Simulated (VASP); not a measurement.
# TePb (Fm-3m) in VASP: notebook

Runs on TePb. Level: PBE. Tasks: single point.

Everything below comes from runs of VASP 6.6.1. Logs are shortened: lines on timing, memory, paths and dates and some standing lists are left out, and cuts for length are marked.

**1. The cell of the first run**

Symmetry: Fm-3m, No. 225, cubic system. The conventional cell has a = 6.732 Å, b = 6.732 Å, c = 6.732 Å, α = 90.00°, β = 90.00°, γ = 90.00°. Within 4.4 Å of Pb (site symmetry m-3m) lie 6 Te at 3.37 Å. Te (site symmetry m-3m) has 6 Pb at 3.37 Å within 4.4 Å.

**2. Single point, PBE (strain +3.0%)**

Contents of INCAR:

```
SYSTEM = TePb
ALGO = Normal
EDIFF = 1E-6
ENCUT = 520
GGA = PE
ISIF = 2
ISMEAR = 0
LASPH = .True.
LCHARG = .False.
LREAL = .False.
LWAVE = .False.
NBANDS = 17
NELM = 60
PREC = Accurate
SIGMA = 0.01
```

Contents of KPOINTS:

```
k-points
0
Gamma
  4 4 4
  0 0 0
```

Contents of POSCAR:

```
TePb
1.0
    0.0000000000      3.3658719543      3.3658719543
    3.3658719543      0.0000000000      3.3658719543
    3.3658719543      3.3658719543      0.0000000000
Pb Te
1 1
Direct
    0.0000000000      0.0000000000      0.0000000000
    0.5000000000      0.5000000000      0.5000000000
```

Potentials or basis: VASP PAW PBE potentials, release 64 (Pb_d, Te).

Run with:

```bash
cat potpaw_PBE.64/Pb_d/POTCAR potpaw_PBE.64/Te/POTCAR > POTCAR
mpirun -np 1 vasp_std > vasp.out
```

OUTCAR:

```text
SYSTEM = TePb
   EDIFF = 1E-6
   ENCUT = 520
   GGA = PE
   ISIF = 2
   ISMEAR = 0
   LASPH = .True.
   LREAL = .False.
   NELM = 60
   PREC = Accurate

 ion  position               nearest neighbor table
   1  0.000  0.000  0.000-   2 3.37   2 3.37   2 3.37   2 3.37   2 3.37   2 3.37
   2  0.500  0.500  0.500-   1 3.37   1 3.37   1 3.37   1 3.37   1 3.37   1 3.37

  LATTYP: Found a face centered cubic cell.
 ALAT       =     6.7317439086

  Lattice vectors:

 A1 = (   0.0000000000,   3.3658719543,   3.3658719543)
 A2 = (   3.3658719543,   0.0000000000,   3.3658719543)
 A3 = (   3.3658719543,   3.3658719543,   0.0000000000)

Analysis of symmetry for initial positions (statically):
=====================================================================
 Subroutine PRICEL returns:
 Original cell was already a primitive cell.

 Routine SETGRP: Setting up the symmetry group for a
 face centered cubic supercell.

 Subroutine GETGRP returns: Found 48 space group operations
 (whereof 48 operations were pure point group operations)
 out of a pool of 48 trial point group operations.

The static configuration has the point symmetry O_h .

Analysis of symmetry for dynamics (positions and initial velocities):
=====================================================================
 Subroutine PRICEL returns:
 Original cell was already a primitive cell.

 Routine SETGRP: Setting up the symmetry group for a
 face centered cubic supercell.

 Subroutine GETGRP returns: Found 48 space group operations
 (whereof 48 operations were pure point group operations)
 out of a pool of 48 trial point group operations.

The dynamic configuration has the point symmetry O_h .

 Subroutine INISYM returns: Found 48 space group operations
 (whereof 48 operations are pure point group operations),
 and found     1 'primitive' translations

----------------------------------------------------------------------------------------

                                     Primitive cell

  volume of cell :      76.2646

  direct lattice vectors                    reciprocal lattice vectors
     0.000000000  3.365871954  3.365871954    -0.148549917  0.148549917  0.148549917
     3.365871954  0.000000000  3.365871954     0.148549917 -0.148549917  0.148549917
     3.365871954  3.365871954  0.000000000     0.148549917  0.148549917 -0.148549917

  length of vectors
     4.760061767  4.760061767  4.760061767     0.257296004  0.257296004  0.257296004

  position of ions in fractional coordinates (direct lattice)
     0.000000000  0.000000000  0.000000000
     0.500000000  0.500000000  0.500000000

  ion indices of the primitive-cell ions
   primitive index   ion index
                 1           1
                 2           2

----------------------------------------------------------------------------------------

 KPOINTS: k-points

Automatic generation of k-mesh.
 Grid dimensions read from file:
 generate k-points for:    4    4    4

 Generating k-lattice:

  Cartesian coordinates                     Fractional coordinates (reciprocal lattice)
    -0.037137479  0.037137479  0.037137479     0.250000000  0.000000000  0.000000000
     0.037137479 -0.037137479  0.037137479     0.000000000  0.250000000  0.000000000
     0.037137479  0.037137479 -0.037137479     0.000000000  0.000000000  0.250000000

  Length of vectors
     0.064324001  0.064324001  0.064324001

  Shift w.r.t. Gamma in fractional coordinates (k-lattice)
     0.000000000  0.000000000  0.000000000

 Subroutine IBZKPT returns following result:
 ===========================================

 Found      8 irreducible k-points:

 Following reciprocal coordinates:
            Coordinates               Weight
  0.000000  0.000000  0.000000      1.000000
  0.250000  0.000000  0.000000      8.000000
  0.500000  0.000000  0.000000      4.000000
  0.250000  0.250000  0.000000      6.000000
  0.500000  0.250000  0.000000     24.000000
 -0.250000  0.250000  0.000000     12.000000
  0.500000  0.500000  0.000000      3.000000
 -0.250000  0.500000  0.250000      6.000000
   k-points           NKPTS =      8   k-points in BZ     NKDIM =      8   number of bands    NBANDS=     17
   number of dos      NEDOS =    301   number of ions     NIONS =      2
   total plane-waves  NPLWV =  46656
   dimension x,y,z NGX =    36 NGY =   36 NGZ =   36
   dimension x,y,z NGXF=    72 NGYF=   72 NGZF=   72
   ions per type =               1   1
   NGX,Y,Z   is equivalent  to a cutoff of  12.57, 12.57, 12.57 a.u.
   NGXF,Y,Z  is equivalent  to a cutoff of  25.15, 25.15, 25.15 a.u.
 SYSTEM =  TePb
   PREC   = accura    normal or accurate (medium, high low for compatibility)
   ISTART =      0    job   : 0-new  1-cont  2-samecut
   ICHARG =      2    charge: 1-file 2-atom 10-const
   ISPIN  =      1    spin polarized calculation?
   LNONCOLLINEAR =      F non collinear calculations
   LSORBIT =      F    spin-orbit coupling
   LASPH  =      T    aspherical Exc in radial PAW
   ENCUT  =  520.0 eV  38.22 Ry    6.18 a.u.   8.85  8.85  8.85*2*pi/ulx,y,z
   NELM   =     60;   NELMIN=  2; NELMDL= -5     # of ELM steps
   EDIFF  = 0.1E-05   stopping-criterion for ELM
   LREAL  =      F    real-space projection
   EDIFFG = 0.1E-04   stopping-criterion for IOM
   NSW    =      0    number of steps for IOM
   IBRION =     -1    ionic relax: 0-MD 1-quasi-New 2-CG
   NFREE  =      0    steps in history (QN), initial steepest desc. (CG)
   ISIF   =      2    stress and relaxation
   ISYM   =      2    0-nonsym 1-usesym 2-fastsym
   POTIM  = 0.5000    time-step for ionic-motion
   TEBEG  =    0.0;   TEEND  =   0.0 temperature during run
   PSTRESS=    0.0 pullay stress
   NELECT =      20.0000    total number of electrons
   NUPDOWN=      -1.0000    fix difference up-down
   EMIN   =  10.00;   EMAX   =-10.00  energy-range for DOS
   EFERMI =   0.00;   METHOD = LEGACY
   ISMEAR =     0;   SIGMA  =   0.01  broadening in eV -4-tet -1-fermi 0-gaus
   EFERMI_NEDOS =   21; number of points for ismear=-14 and -15
   IALGO  =     38    algorithm
   IMIX   =      4    mixing-type and parameters
     AMIX     =   0.40;   BMIX     =  1.00
     AMIX_MAG =   1.60;   BMIX_MAG =  1.00
  volume/ion in A,a.u.               =      38.13       257.33
  Fermi-wavevector in a.u.,A,eV,Ry     =   1.047878  1.980202 14.939844  1.098048
  Thomas-Fermi vector in A             =   2.182776
   LORBIT       =      0    0 simple, 1 ext, 2 COOP (PROOUT), +10 PAW based schemes
   GGA     = PE    functional components
   LHFCALC =     F    Hartree Fock is set to
   AEXX    =    0.0000 exact exchange contribution
   IVDW    =     0    specifies the selected vdW correction
   LEPSILON=     F    determine dielectric tensor
   LRPA    =     F    only Hartree local field effects (RPA)
 non-spin polarized calculation
 Gauss-broadening in eV      SIGMA  =   0.01
  energy-cutoff  :      520.00
  volume of cell :       76.26
 maximum number of plane-waves:      2085
   NGX = 17   NGY = 17   NGZ = 17

 number of electron      20.0000001 magnetization

 Free energy of the ion-electron system (eV)
  ---------------------------------------------------
  ext. energy  EPLUGINS =         0.00000000
  ---------------------------------------------------
  free energy    TOTEN  =        -7.47228484 eV

  energy without entropy =       -7.47228484  energy(sigma->0) =       -7.47228484

 E-fermi :   4.1815     XC(G=0):  -8.7615

 val. band max:        4.1323761038   @ k =   0.5000   0.0000   0.0000
 cond. band min:       5.0771682607   @ k =   0.5000   0.0000   0.0000
 fundamental gap:      0.9447921569
 Fermi energy:         4.1815404960

 k-point     1 :       0.0000    0.0000    0.0000
  band No.  band energies     occupation
      1     -12.4425      2.00000
      2     -12.4425      2.00000
      3     -12.4411      2.00000
      4     -12.4411      2.00000
      5     -12.4411      2.00000
      6      -6.9451      2.00000
[... 9 lines left out ...]
     16      10.1957      0.00000
     17      11.2471      0.00000

 k-point     2 :       0.2500    0.0000    0.0000
  band No.  band energies     occupation
      1     -12.4465      2.00000
      2     -12.4465      2.00000
      3     -12.4401      2.00000
      4     -12.4358      2.00000
      5     -12.4358      2.00000
      6      -6.5170      2.00000
[... 9 lines left out ...]
     16      11.1916      0.00000
     17      13.8236      0.00000

 k-point     3 :       0.5000    0.0000    0.0000
  band No.  band energies     occupation
      1     -12.4507      2.00000
      2     -12.4507      2.00000
      3     -12.4391      2.00000
      4     -12.4304      2.00000
      5     -12.4304      2.00000
      6      -5.8090      2.00000
[... 9 lines left out ...]
     16      13.4011      0.00000
     17      13.4011      0.00000

 k-point     4 :       0.2500    0.2500    0.0000
  band No.  band energies     occupation
      1     -12.4554      2.00000
      2     -12.4438      2.00000
      3     -12.4392      2.00000
      4     -12.4337      2.00000
      5     -12.4337      2.00000
      6      -6.3929      2.00000
[... 9 lines left out ...]
     16      12.5570      0.00000
     17      12.5571      0.00000

 k-point     5 :       0.5000    0.2500    0.0000
  band No.  band energies     occupation
      1     -12.4612      2.00000
      2     -12.4428      2.00000
      3     -12.4408      2.00000
      4     -12.4312      2.00000
      5     -12.4287      2.00000
      6      -5.7505      2.00000
[... 9 lines left out ...]
     16      13.8094      0.00000
     17      14.3962      0.00000

 k-point     6 :      -0.2500    0.2500    0.0000
  band No.  band energies     occupation
      1     -12.4524      2.00000
      2     -12.4477      2.00000
      3     -12.4369      2.00000
      4     -12.4333      2.00000
      5     -12.4333      2.00000
      6      -5.9466      2.00000
[... 9 lines left out ...]
     16      12.6038      0.00000
     17      13.3346      0.00000

 k-point     7 :       0.5000    0.5000    0.0000
  band No.  band energies     occupation
      1     -12.4736      2.00000
      2     -12.4466      2.00000
      3     -12.4358      2.00000
      4     -12.4259      2.00000
      5     -12.4259      2.00000
      6      -5.6636      2.00000
[... 9 lines left out ...]
     16      14.2977      0.00000
     17      14.9122      0.00000

 k-point     8 :      -0.2500    0.5000    0.2500
  band No.  band energies     occupation
      1     -12.4641      2.00000
      2     -12.4427      2.00000
      3     -12.4365      2.00000
      4     -12.4365      2.00000
      5     -12.4259      2.00000
      6      -5.5411      2.00000
[... 9 lines left out ...]
     16      14.6745      0.00000
     17      14.7715      0.00000

------------------------ aborting loop because EDIFF is reached ----------------------------------------

  FORCE on cell =-STRESS in cart. coord.  units (eV):
  Direction    XX          YY          ZZ          XY          YZ          ZX
  --------------------------------------------------------------------------------------
  -------------------------------------------------------------------------------------
  Total       -1.1622616     -1.1622616     -1.1622616     -0.0000000      0.0000000      0.0000000
  in kB      -24.4169657    -24.4169657    -24.4169657     -0.0000000      0.0000000      0.0000000
  external PRESSURE =     -24.4169657 kB  Pullay stress =       0.0000000 kB

 VOLUME and BASIS-vectors are now :
 -----------------------------------------------------------------------------
  energy-cutoff  :      520.00
  volume of cell :       76.26
      direct lattice vectors                 reciprocal lattice vectors
     0.000000000  3.365871954  3.365871954    -0.148549917  0.148549917  0.148549917
     3.365871954  0.000000000  3.365871954     0.148549917 -0.148549917  0.148549917
     3.365871954  3.365871954  0.000000000     0.148549917  0.148549917 -0.148549917

 POSITION                                       TOTAL-FORCE (eV/Angst)
 -----------------------------------------------------------------------------------
      0.00000      0.00000      0.00000         0.000000      0.000000      0.000000
      3.36587      3.36587      3.36587         0.000000      0.000000     -0.000000
 -----------------------------------------------------------------------------------
    total drift:                               -0.000000      0.000000      0.000000

  FREE ENERGIE OF THE ION-ELECTRON SYSTEM (eV)
  ---------------------------------------------------
  free  energy   TOTEN  =        -7.4722848389 eV

  energy  without entropy=       -7.4722848389  energy(sigma->0) =       -7.47228484
```

It took 11 s on 1 thread of AMD EPYC 7R13, shared host; peak memory 0.2 GiB.

Results:

* Free energy: -7.4723 eV
* Pressure: -2.4 GPa
* Band gap on the k mesh: 0.94 eV, direct

Levels at points of the mesh, in eV from the valence-band top:
```csv
k point,band 7,band 8,band 9,band 10,band 11,band 12,band 13,band 14
"(0.00, 0.00, 0.00)",-5.88,-0.90,-0.90,-0.90,3.92,3.92,3.92,6.06
"(0.50, 0.00, 0.00)",-8.03,-0.52,-0.52,0.00,0.94,1.54,1.54,8.25
"(0.50, 0.50, 0.00)",-7.14,-3.59,-2.13,-2.13,3.80,5.04,5.04,6.03
```

Caveat: the cell differs from its parent crystal (strain +3.0%); spin-orbit coupling is left out, which moves the levels of the heavy elements.

**3. Single point, PBE (strain +4.0%)**

Contents of INCAR:

```
SYSTEM = TePb
PREC = Accurate
ENCUT = 520
EDIFF = 1E-6
ISMEAR = 0
SIGMA = 0.01
LREAL = .False.
LASPH = .True.
NELM = 80
ALGO = Normal
ISIF = 2
LWAVE = .False.
LCHARG = .False.
GGA = PE
NBANDS = 17
```

Contents of KPOINTS:

```
Automatic mesh
0
Gamma
  4 4 4
  0 0 0
```

Contents of POSCAR:

```
TePb
1.0
    0.0000000000      3.3985503228      3.3985503228
    3.3985503228      0.0000000000      3.3985503228
    3.3985503228      3.3985503228      0.0000000000
Pb Te
1 1
Direct
    0.0000000000      0.0000000000      0.0000000000
    0.5000000000      0.5000000000      0.5000000000
```

Potentials or basis: VASP PAW PBE potentials, release 64 (Pb_d, Te).

Run with:

```bash
cat potpaw_PBE.64/Pb_d/POTCAR potpaw_PBE.64/Te/POTCAR > POTCAR
mpirun -np 1 vasp_std > vasp.out
```

Wall time 10 s (1 thread of AMD EPYC 7R13, shared host); peak memory 0.2 GiB.

It converged, with:

```
Free energy            : -7.4334 eV
Pressure               : -3.2 GPa
Band gap on the k mesh : 0.98 eV, direct
```

Levels at points of the mesh, in eV from the valence-band top:
```
           k point  band 7  band 8  band 9  band 10  band 11  band 12  band 13  band 14
(0.00, 0.00, 0.00)   -5.96   -0.81   -0.81    -0.81     3.87     3.87     3.87     6.11
(0.50, 0.00, 0.00)   -7.93   -0.44   -0.44     0.00     0.98     1.58     1.58     8.20
(0.50, 0.50, 0.00)   -7.12   -3.40   -1.99    -1.99     3.90     4.93     4.93     5.87
```

Caveat: the cell differs from its parent crystal (strain +4.0%); spin-orbit coupling is left out, which moves the levels of the heavy elements.

[end of part 1 of 2]
